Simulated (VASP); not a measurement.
A run of VASP 6.6.1 is set up as follows.

INCAR

```
PREC = Accurate
ENCUT = 600
EDIFF = 1E-6
ISMEAR = 0
SIGMA = 0.01
LREAL = False
LASPH = True
NELM = 120
ALGO = Normal
ISIF = 2
LWAVE = False
LCHARG = False
GGA = PE
NBANDS = 11
GGA_COMPAT = False
```

Contents of KPOINTS:

```
Automatic mesh
0
Gamma
  10 10 10
```

File POSCAR:

```
MgO
1.0
    0.0000000000      1.6927255444      1.6927255444
    1.6927255444      0.0000000000      1.6927255444
    1.6927255444      1.6927255444      0.0000000000
Mg O
1 1
Direct
    0.0000000000      0.0000000000      0.0000000000
    0.5000000000      0.5000000000      0.5000000000
```

Potentials or basis: VASP PAW PBE potentials, release 64 (Mg, O).

Launch:

```console
$ cat potpaw_PBE.64/Mg/POTCAR potpaw_PBE.64/O/POTCAR > POTCAR
$ mpirun -np 1 vasp_std > vasp.out
```

Question: Estimate the band gap on the k mesh.

Answer: 8.75 eV, indirect (least direct gap 11.17 eV).

Question: Estimate the pressure.

Answer: 430.8 GPa.

 A k mesh can miss the band edges.
